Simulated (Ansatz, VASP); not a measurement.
**Two plane-wave programs on Ge**

INCAR

```
PREC = Accurate
ENCUT = 600
EDIFF = 1E-7
ISMEAR = 0
SIGMA = 0.1
LREAL = F
LASPH = T
NELM = 60
ALGO = Normal
ISIF = 3
LWAVE = F
LCHARG = F
GGA = PS
IBRION = 2
NSW = 100
EDIFFG = -0.01
```

KPOINTS

```
regular mesh
0
Gamma
  21 21 12
```

The input POSCAR:

```
Ge
1.0
    2.9500283611      0.0000000000      0.0000000000
   -1.4750141805      2.5547995026      0.0000000000
    0.0000000000      0.0000000000      4.8092561016
Ge
2
Direct
    0.3333333333      0.6666666667      0.2500000000
    0.6666666667      0.3333333333      0.7500000000
```

Input for Ansatz:

```yaml
crystal:
  lattice:
    - [2.9500283611, 0.0, 0.0]
    - [-1.4750141805, 2.5547995026, 0.0]
    - [0.0, 0.0, 4.8092561016]
  atoms:
    - { symbol: Ge, position: [0.3333333333, 0.6666666667, 0.25] }
    - { symbol: Ge, position: [0.6666666667, 0.3333333333, 0.75] }
basis:
  ecutwfc: 420
kpoints:
  mp_grid: { grid: [21, 21, 12] }
hamiltonian:
  xc: pbesol
scf:
  occupations: { method: gaussian, width: 0.1 }
output:
  forces: true
  stress: true
  eigenvalues: true
relax:
  adjacent_minimum: "off"
  f_tol: 0.01
  max_steps: 80
  cell: { stress_tol: 0.05 }
```

Alike in both runs: task relaxation of cell and atoms; functional PBEsol; k mesh 21 × 21 × 12; occupations gaussian, width 0.1 eV; no spin polarisation.

|  | VASP | Ansatz |
| --- | --- | --- |
| version | VASP 6.6.1 | Ansatz 0.2.0 |
| potentials or method | VASP PAW PBE potentials, release 64 (Ge_d), cutoff 600 eV | scalar-relativistic, plane waves, PAW |
| valence electrons in the cell | 28 | 28 |

Ansatz gave:

| Quantity | Value |
| --- | --- |
| gap on the k mesh at the Fermi level, each at its own relaxed structure (eV) | none |
| relaxed volume (Å³/atom) | 18.35 |
| relaxed length of the cell vector where the two differ most in proportion (Å) | 4.898 |

What did VASP give for the same quantities?

gap on the k mesh at the Fermi level, each at its own relaxed structure (eV): none; relaxed volume (Å³/atom): 18.38; relaxed length of the cell vector where the two differ most in proportion (Å): 4.920.

VASP's potentials were made for PBE, not for PBEsol. A gap of «none» marks a metal or a gap that the smearing closes.
